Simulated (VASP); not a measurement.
Set up this calculation in VASP 6.6.1, as the native input.

- Task: single point
- Functional: PBE
- Potentials or basis: VASP PAW PBE potentials, release 64 (Pr_3, Be, Si), 4f in core
- Cutoff: 600 eV
- k mesh: 12 × 12 × 12
- Occupations: gaussian, width 0.1 eV
- Spin: no spin polarisation
- Dipole correction: no
- Further INCAR settings: ALGO = Normal; EDIFF = 1e-06; NBANDS = 18

The structure of PrBe3Si lies in POSCAR:

```
PrBe3Si
1.0
   -1.9113369739      1.9113369739      4.9726106198
    1.9113369739     -1.9113369739      4.9726106198
    1.9113369739      1.9113369739     -4.9726106198
Pr Be Si
1 3 1
Direct
    0.0000000000      0.0000000000      0.0000000000
    0.6206921488      0.6206921488      0.0000000000
    0.3793078512      0.3793078512      0.0000000000
    0.7500000000      0.2500000000      0.5000000000
    0.2500000000      0.7500000000      0.5000000000
```

The cell was generated, and may not be a known phase.

These files were run (other wordings do the same):

INCAR

```
SYSTEM = PrBe3Si
PREC     = Accurate       ! precision mode
ENCUT    = 600            ! plane-wave cutoff, eV
EDIFF    = 1E-6           ! SCF threshold, eV
ISMEAR   = 0              ! smearing method
SIGMA    = 0.1            ! smearing width, eV
LREAL    = .False.        ! projectors in reciprocal space
LASPH    = .True.         ! aspherical terms in the spheres
NELM     = 200            ! most SCF steps
ALGO     = Normal         ! electronic algorithm
ISIF     = 2              ! what is computed and relaxed
LWAVE    = .False.        ! write WAVECAR
LCHARG   = .True.         ! write CHGCAR
GGA      = PE             ! functional
LELF     = .True.         ! ELF
LVHAR    = .True.       
NBANDS   = 18             ! bands
GGA_COMPAT= .False.      
LMAXMIX  = 6              ! l up to which the mixer works
```

KPOINTS

```
Automatic mesh
0
Gamma
  12 12 12
  0 0 0
```

Potentials or basis: VASP PAW PBE potentials, release 64 (Pr_3, Be, Si), 4f in core.

Launch:

```sh
$ cat potpaw_PBE.64/Pr_3/POTCAR potpaw_PBE.64/Be/POTCAR potpaw_PBE.64/Si/POTCAR > POTCAR
$ mpirun -np 1 vasp_std > vasp.out
```

It gave:

The pressure is 0.2 GPa. The band gap on the k mesh is zero (an odd number of electrons rules out a gap without spin polarisation).

Caveat: spin-orbit coupling is left out, which moves the levels of the heavy elements; the 4f electrons are frozen in the core, so they carry no moment and show no levels.

Run time: 3.6 min on 1 thread of AMD EPYC 9R45 96-Core Processor (Zen 5), on a shared host, peak memory 0.48 GiB.
